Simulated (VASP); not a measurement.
# TaN (P-6m2) in VASP: a series of runs

The runs below take TaN through electric field gradients, density of states, with LDA.

Everything below comes from runs of VASP 6.6.1. Logs are shortened: lines on timing, memory, paths and dates and some standing lists are left out, and cuts for length are marked.

## 1. The cell of the first run

The structure is hexagonal, space group P-6m2 (No. 187). Conventional cell: a = 2.996 Å, b = 2.996 Å, c = 2.940 Å, α = 90.00°, β = 90.00°, γ = 120.00°. Ta (site symmetry -6m2) has 6 N at 2.27 Å and 8 Ta at 2.94 to 3.00 Å within 3.0 Å. N (site symmetry -6m2) has 6 Ta at 2.27 Å and 8 N at 2.94 to 3.00 Å within 3.0 Å.

## 2. Electric field gradients, LDA (volume scaled by 1.06)

Input file INCAR:

```
PREC = Accurate
ENCUT = 520
EDIFF = 1E-8
ISMEAR = -1
SIGMA = 0.02
LREAL = False
LASPH = True
NELM = 60
ALGO = Normal
ISIF = 2
LWAVE = False
LCHARG = False
GGA = CA
LEFG = True
NBANDS = 15
```

Input file KPOINTS:

```
regular mesh
0
Gamma
  12 12 10
```

Input file POSCAR:

```
TaN
1.0
    2.9956213083      0.0000000000      0.0000000000
   -1.4978106541      2.5942841531      0.0000000000
    0.0000000000      0.0000000000      2.9395437670
Ta N
1 1
Direct
    0.3333333333      0.6666666667      0.5000000000
    0.0000000000      0.0000000000      0.0000000000
```

Potentials or basis: VASP PAW LDA potentials, release 64 (Ta_pv, N).

Launch:

```bash
cat potpaw_LDA.64/Ta_pv/POTCAR potpaw_LDA.64/N/POTCAR > POTCAR
mpirun -np 1 vasp_std > vasp.out
```

OUTCAR:

```text
PREC = Accurate
   ENCUT = 520
   EDIFF = 1E-8
   ISMEAR = -1
   LREAL = False
   LASPH = True
   NELM = 60
   ISIF = 2
   GGA = CA

 ion  position               nearest neighbor table
   1  0.333  0.667  0.500-   2 2.27   2 2.27   2 2.27   2 2.27   2 2.27   2 2.27
   2  0.000  0.000  0.000-   1 2.27   1 2.27   1 2.27   1 2.27   1 2.27   1 2.27

  LATTYP: Found a hexagonal cell.
 ALAT       =     2.9956213083
 C/A-ratio  =     0.9812801634

  Lattice vectors:

 A1 = (   2.9956213083,   0.0000000000,   0.0000000000)
 A2 = (  -1.4978106541,   2.5942841531,   0.0000000000)
 A3 = (   0.0000000000,   0.0000000000,   2.9395437670)

Analysis of symmetry for initial positions (statically):
=====================================================================
 Subroutine PRICEL returns:
 Original cell was already a primitive cell.

 Routine SETGRP: Setting up the symmetry group for a
 hexagonal supercell.

 Subroutine GETGRP returns: Found 12 space group operations
 (whereof 12 operations were pure point group operations)
 out of a pool of 24 trial point group operations.

The static configuration has the point symmetry D_3h.

Analysis of symmetry for dynamics (positions and initial velocities):
=====================================================================
 Subroutine PRICEL returns:
 Original cell was already a primitive cell.

 Routine SETGRP: Setting up the symmetry group for a
 hexagonal supercell.

 Subroutine GETGRP returns: Found 12 space group operations
 (whereof 12 operations were pure point group operations)
 out of a pool of 24 trial point group operations.

The dynamic configuration has the point symmetry D_3h.

 Subroutine INISYM returns: Found 12 space group operations
 (whereof 12 operations are pure point group operations),
 and found     1 'primitive' translations

----------------------------------------------------------------------------------------

                                     Primitive cell

  volume of cell :      22.8446

  direct lattice vectors                    reciprocal lattice vectors
     2.995621308  0.000000000  0.000000000     0.333820566  0.192731394  0.000000000
    -1.497810654  2.594284153  0.000000000     0.000000000  0.385462787  0.000000000
[... 129 lines left out ...]
  free energy    TOTEN  =       -24.54916695 eV

  energy without entropy =      -24.54906353  energy(sigma->0) =      -24.54911524

 E-fermi :   7.5777     XC(G=0): -13.2719

 val. band max:        7.4694193527   @ k =   0.0000   0.0000   0.4000
 cond. band min:       7.6178680877   @ k =   0.0833   0.0000   0.5000
 fundamental gap:      0.1484487350
 Fermi energy:         7.5777405687

 k-point     1 :       0.0000    0.0000    0.0000
  band No.  band energies     occupation
      1     -27.3036      2.00000
      2     -27.0627      2.00000
      3     -27.0627      2.00000
      4      -9.6018      2.00000
      5       3.2032      2.00000
      6       3.2032      2.00000
      7       3.5591      2.00000
      8       4.6971      2.00000
      9       9.4251      0.00000
     10      10.8137      0.00000
     11      10.8137      0.00000
     12      11.0981      0.00000
     13      11.0981      0.00000
     14      19.6671      0.00000
[... 401 lines left out ...]
      2     -27.2855      2.00000
      3     -27.2024      2.00000
      4      -7.9899      2.00000
      5       0.3165      2.00000
      6       2.7288      2.00000
      7       4.0303      2.00000
      8       4.9619      2.00000
      9       9.9535      0.00000
     10      10.1971      0.00000
     11      11.6671      0.00000
     12      12.0947      0.00000
     13      14.0444      0.00000
     14      19.6685      0.00000
     15      20.0634      0.00000

 [... further k-points ...]
[... 5 lines left out ...]
  --------------------------------------------------------------------------------------
  -------------------------------------------------------------------------------------
  Total       -3.6995800     -3.6995800     -4.1876594     -0.0000000     -0.0000000      0.0000000
  in kB     -259.4649047   -259.4649047   -293.6956736     -0.0000000     -0.0000000      0.0000000
  external PRESSURE =    -270.8751610 kB  Pullay stress =       0.0000000 kB

 VOLUME and BASIS-vectors are now :
 -----------------------------------------------------------------------------
  energy-cutoff  :      520.00
  volume of cell :       22.84
      direct lattice vectors                 reciprocal lattice vectors
     2.995621308  0.000000000  0.000000000     0.333820566  0.192731394  0.000000000
    -1.497810654  2.594284153  0.000000000     0.000000000  0.385462787  0.000000000
     0.000000000  0.000000000  2.939543767     0.000000000  0.000000000  0.340188845

 POSITION                                       TOTAL-FORCE (eV/Angst)
 -----------------------------------------------------------------------------------
     -0.00000      1.72952      1.46977        -0.000000      0.000000      0.000000
      0.00000      0.00000      0.00000         0.000000      0.000000      0.000000
 -----------------------------------------------------------------------------------
    total drift:                                0.000000     -0.000000     -0.000000

  FREE ENERGIE OF THE ION-ELECTRON SYSTEM (eV)
  ---------------------------------------------------
  free  energy   TOTEN  =       -24.5491669467 eV

  energy  without entropy=      -24.5490635295  energy(sigma->0) =      -24.54911524

 Electric field gradients (V/A^2)
---------------------------------------------------------------------
 ion       V_xx      V_yy      V_zz      V_xy      V_xz      V_yz
---------------------------------------------------------------------
   1     -12.755   -12.755    25.511     0.000     0.000    -0.000
   2      -0.412    -0.413     0.825    -0.000    -0.000    -0.000
---------------------------------------------------------------------

 Electric field gradients after diagonalization (V/A^2)
 (convention: |V_zz| > |V_xx| > |V_yy|)
----------------------------------------------------------------------
 ion       V_xx      V_yy      V_zz     asymmetry (V_yy - V_xx)/ V_zz
----------------------------------------------------------------------
   1     -12.755   -12.755    25.511       0.000
   2      -0.413    -0.412     0.825       0.000
----------------------------------------------------------------------

           NMR quadrupolar parameters

 Cq : quadrupolar parameter    Cq=e*Q*V_zz/h
 eta: asymmetry parameters     (V_yy - V_xx)/ V_zz
 Q  : nuclear electric quadrupole moment in mb (millibarn)
----------------------------------------------------------------------
 ion       Cq(MHz)       eta       Q (mb)
----------------------------------------------------------------------
   1       0.062       0.000       1.000
   2       0.002       0.000       1.000
----------------------------------------------------------------------
```

Run time: 32 s. Hardware: 1 thread of Intel Xeon Platinum 8488C (Sapphire Rapids), shared host; peak memory 0.16 GiB.

What came out:

```
Free energy            : -24.5492 eV
Pressure               : -27.1 GPa
Band gap on the k mesh : zero (band 8 reaches 7.85 eV, above the bottom of band 9 at 7.39 eV)
```

Levels at points of the mesh, in eV from the Fermi level:
```csv
k point,band 4,band 5,band 6,band 7,band 8,band 9,band 10,band 11,band 12,band 13
"(0.00, 0.00, 0.00)",-17.18,-4.37,-4.37,-4.02,-2.88,1.85,3.24,3.24,3.52,3.52
"(0.50, 0.00, 0.00)",-15.05,-7.99,-4.98,-3.32,-3.10,2.63,3.61,4.77,4.77,6.93
"(0.00, 0.00, 0.50)",-14.76,-9.03,-3.61,-3.61,-0.19,-0.19,2.18,3.02,3.02,7.71
"(0.50, 0.00, 0.50)",-15.25,-7.04,-5.98,-5.44,-0.47,3.70,4.81,5.46,6.43,9.30
```

Electric field gradients, principal values (V/Å²):
| atom | least | middle | greatest (by size) |
| --- | --- | --- | --- |
| 1 Ta | -12.755 | -12.755 | 25.511 |
| 2 N | -0.412 | -0.413 | 0.825 |

Caveat: without QUAD_EFG the Cq values of the log hold for a quadrupole moment of 1 mb, not for the nuclei; spin-orbit coupling is left out, which moves the levels of the heavy elements.

## 3. Electric field gradients, LDA (volume scaled by 1.06)

Input file INCAR:

```
SYSTEM = TaN
ALGO     = Normal         ! electronic algorithm
EDIFF    = 1E-8           ! SCF threshold, eV
ENCUT    = 520            ! plane-wave cutoff, eV
ISIF     = 2              ! what is computed and relaxed
ISMEAR   = -1             ! smearing method
LASPH    = .True.         ! aspherical terms in the spheres
LCHARG   = .False.        ! write CHGCAR
LEFG     = .True.       
LREAL    = .False.        ! projectors in reciprocal space
LWAVE    = .False.        ! write WAVECAR
NBANDS   = 15             ! bands
NELM     = 80             ! most SCF steps
PREC     = Accurate       ! precision mode
SIGMA    = 0.02           ! smearing width, eV
```

Input file KPOINTS:

```
k-points
0
Gamma
  12 12 10
  0 0 0
```

POSCAR is that of step 2.

Potentials or basis: VASP PAW LDA potentials, release 64 (Ta_pv, N).

Launch:

```bash
cat potpaw_LDA.64/Ta_pv/POTCAR potpaw_LDA.64/N/POTCAR > POTCAR
mpirun -np 1 vasp_std > vasp.out
```

OUTCAR:

```text
SYSTEM = TaN
   EDIFF = 1E-8
   ENCUT = 520
   ISIF = 2
   ISMEAR = -1
   LASPH = .True.
   LREAL = .False.
   NELM = 80
   PREC = Accurate

 ion  position               nearest neighbor table
   1  0.333  0.667  0.500-   2 2.27   2 2.27   2 2.27   2 2.27   2 2.27   2 2.27
   2  0.000  0.000  0.000-   1 2.27   1 2.27   1 2.27   1 2.27   1 2.27   1 2.27

  LATTYP: Found a hexagonal cell.
 ALAT       =     2.9956213083
 C/A-ratio  =     0.9812801634

  Lattice vectors:

 A1 = (   2.9956213083,   0.0000000000,   0.0000000000)
 A2 = (  -1.4978106541,   2.5942841531,   0.0000000000)
 A3 = (   0.0000000000,   0.0000000000,   2.9395437670)

Analysis of symmetry for initial positions (statically):
=====================================================================
 Subroutine PRICEL returns:
 Original cell was already a primitive cell.

 Routine SETGRP: Setting up the symmetry group for a
 hexagonal supercell.

 Subroutine GETGRP returns: Found 12 space group operations
 (whereof 12 operations were pure point group operations)
 out of a pool of 24 trial point group operations.

The static configuration has the point symmetry D_3h.

Analysis of symmetry for dynamics (positions and initial velocities):
=====================================================================
 Subroutine PRICEL returns:
 Original cell was already a primitive cell.

 Routine SETGRP: Setting up the symmetry group for a
 hexagonal supercell.

 Subroutine GETGRP returns: Found 12 space group operations
 (whereof 12 operations were pure point group operations)
 out of a pool of 24 trial point group operations.

The dynamic configuration has the point symmetry D_3h.

 Subroutine INISYM returns: Found 12 space group operations
 (whereof 12 operations are pure point group operations),
 and found     1 'primitive' translations

----------------------------------------------------------------------------------------

                                     Primitive cell

  volume of cell :      22.8446

  direct lattice vectors                    reciprocal lattice vectors
     2.995621308  0.000000000  0.000000000     0.333820566  0.192731394  0.000000000
    -1.497810654  2.594284153  0.000000000     0.000000000  0.385462787  0.000000000
     0.000000000  0.000000000  2.939543767     0.000000000  0.000000000  0.340188845

  length of vectors
     2.995621308  2.995621308  2.939543767     0.385462787  0.385462787  0.340188845

  position of ions in fractional coordinates (direct lattice)
     0.333333333  0.666666667  0.500000000
     0.000000000  0.000000000  0.000000000

  ion indices of the primitive-cell ions
   primitive index   ion index
                 1           1
                 2           2

----------------------------------------------------------------------------------------

 KPOINTS: k-points

Automatic generation of k-mesh.
 Grid dimensions read from file:
 generate k-points for:   12   12   10

 Generating k-lattice:

  Cartesian coordinates                     Fractional coordinates (reciprocal lattice)
     0.027818380  0.016060949  0.000000000     0.083333333 -0.000000000  0.000000000
     0.000000000  0.032121899  0.000000000     0.000000000  0.083333333  0.000000000
[... 77 lines left out ...]
     AMIX     =   0.40;   BMIX     =  1.00
     AMIX_MAG =   1.60;   BMIX_MAG =  1.00
  volume/ion in A,a.u.               =      11.42        77.08
  Fermi-wavevector in a.u.,A,eV,Ry     =   1.453851  2.747381 28.758417  2.113684
  Thomas-Fermi vector in A             =   2.571070
   LORBIT       =      0    0 simple, 1 ext, 2 COOP (PROOUT), +10 PAW based schemes
   GGA     = CA    functional components
   LHFCALC =     F    Hartree Fock is set to
   AEXX    =    0.0000 exact exchange contribution
   IVDW    =     0    specifies the selected vdW correction
   LEPSILON=     F    determine dielectric tensor
   LRPA    =     F    only Hartree local field effects (RPA)
 non-spin polarized calculation
  energy-cutoff  :      520.00
  volume of cell :       22.84
 maximum number of plane-waves:       634
 NGX is ok and might be reduce to    24
   NGX = 11   NGY = 11   NGZ = 11

 number of electron      16.0000000 magnetization

 Free energy of the ion-electron system (eV)
  ---------------------------------------------------
  ext. energy  EPLUGINS =         0.00000000
  ---------------------------------------------------
  free energy    TOTEN  =       -24.54916695 eV

  energy without entropy =      -24.54906353  energy(sigma->0) =      -24.54911524

 E-fermi :   7.5777     XC(G=0): -13.2719

 val. band max:        7.4694193527   @ k =   0.0000   0.0000   0.4000
 cond. band min:       7.6178680877   @ k =   0.0833   0.0000   0.5000
 fundamental gap:      0.1484487350
 Fermi energy:         7.5777405687

 k-point     1 :       0.0000    0.0000    0.0000
  band No.  band energies     occupation
      1     -27.3036      2.00000
      2     -27.0627      2.00000
      3     -27.0627      2.00000
      4      -9.6018      2.00000
      5       3.2032      2.00000
      6       3.2032      2.00000
      7       3.5591      2.00000
      8       4.6971      2.00000
      9       9.4251      0.00000
     10      10.8137      0.00000
     11      10.8137      0.00000
     12      11.0981      0.00000
     13      11.0981      0.00000
     14      19.6671      0.00000
[... 401 lines left out ...]
      2     -27.2855      2.00000
      3     -27.2024      2.00000
      4      -7.9899      2.00000
      5       0.3165      2.00000
      6       2.7288      2.00000
      7       4.0303      2.00000
      8       4.9619      2.00000
      9       9.9535      0.00000
     10      10.1971      0.00000
     11      11.6671      0.00000
     12      12.0947      0.00000
     13      14.0444      0.00000
     14      19.6685      0.00000
     15      20.0634      0.00000

 [... further k-points ...]
[... 5 lines left out ...]
  --------------------------------------------------------------------------------------
  -------------------------------------------------------------------------------------
  Total       -3.6995800     -3.6995800     -4.1876594     -0.0000000     -0.0000000      0.0000000
  in kB     -259.4649047   -259.4649047   -293.6956736     -0.0000000     -0.0000000      0.0000000
  external PRESSURE =    -270.8751610 kB  Pullay stress =       0.0000000 kB

 VOLUME and BASIS-vectors are now :
 -----------------------------------------------------------------------------
  energy-cutoff  :      520.00
  volume of cell :       22.84
      direct lattice vectors                 reciprocal lattice vectors
     2.995621308  0.000000000  0.000000000     0.333820566  0.192731394  0.000000000
    -1.497810654  2.594284153  0.000000000     0.000000000  0.385462787  0.000000000
     0.000000000  0.000000000  2.939543767     0.000000000  0.000000000  0.340188845

 POSITION                                       TOTAL-FORCE (eV/Angst)
 -----------------------------------------------------------------------------------
     -0.00000      1.72952      1.46977        -0.000000      0.000000      0.000000
      0.00000      0.00000      0.00000         0.000000      0.000000      0.000000
 -----------------------------------------------------------------------------------
    total drift:                                0.000000     -0.000000     -0.000000

  FREE ENERGIE OF THE ION-ELECTRON SYSTEM (eV)
  ---------------------------------------------------
  free  energy   TOTEN  =       -24.5491669467 eV

  energy  without entropy=      -24.5490635295  energy(sigma->0) =      -24.54911524

 Electric field gradients (V/A^2)
---------------------------------------------------------------------
 ion       V_xx      V_yy      V_zz      V_xy      V_xz      V_yz
---------------------------------------------------------------------
   1     -12.755   -12.755    25.511     0.000     0.000    -0.000
   2      -0.412    -0.413     0.825    -0.000    -0.000    -0.000
---------------------------------------------------------------------

 Electric field gradients after diagonalization (V/A^2)
 (convention: |V_zz| > |V_xx| > |V_yy|)
----------------------------------------------------------------------
 ion       V_xx      V_yy      V_zz     asymmetry (V_yy - V_xx)/ V_zz
----------------------------------------------------------------------
   1     -12.755   -12.755    25.511       0.000
   2      -0.413    -0.412     0.825       0.000
----------------------------------------------------------------------

           NMR quadrupolar parameters

 Cq : quadrupolar parameter    Cq=e*Q*V_zz/h
 eta: asymmetry parameters     (V_yy - V_xx)/ V_zz
 Q  : nuclear electric quadrupole moment in mb (millibarn)
----------------------------------------------------------------------
 ion       Cq(MHz)       eta       Q (mb)
----------------------------------------------------------------------
   1       0.062       0.000       1.000
   2       0.002       0.000       1.000
----------------------------------------------------------------------
```

Wall time 30 s (1 thread of Intel Xeon Platinum 8488C (Sapphire Rapids), shared host); peak memory 0.15 GiB.

What came out:

```
Free energy            : -24.5492 eV
Pressure               : -27.1 GPa
Band gap on the k mesh : zero (band 8 reaches 7.85 eV, above the bottom of band 9 at 7.39 eV)
```

Stress tensor (GPa, compression positive):
```
-25.95   0.00   0.00
  0.00 -25.95   0.00
  0.00   0.00 -29.37
```

Levels at points of the mesh, in eV from the Fermi level:
```tsv
k point	band 4	band 5	band 6	band 7	band 8	band 9	band 10	band 11	band 12	band 13
(0.00, 0.00, 0.00)	-17.18	-4.37	-4.37	-4.02	-2.88	1.85	3.24	3.24	3.52	3.52
(0.50, 0.00, 0.00)	-15.05	-7.99	-4.98	-3.32	-3.10	2.63	3.61	4.77	4.77	6.93
(0.00, 0.00, 0.50)	-14.76	-9.03	-3.61	-3.61	-0.19	-0.19	2.18	3.02	3.02	7.71
(0.50, 0.00, 0.50)	-15.25	-7.04	-5.98	-5.44	-0.47	3.70	4.81	5.46	6.43	9.30
```

Electric field gradients, principal values (V/Å²):
```
atom    least   middle  greatest (by size)
1 Ta  -12.755  -12.755              25.511
 2 N   -0.412   -0.413               0.825
```

Caveat: without QUAD_EFG the Cq values of the log hold for a quadrupole moment of 1 mb, not for the nuclei; spin-orbit coupling is left out, which moves the levels of the heavy elements.

(Continued in part 2 of 2.)
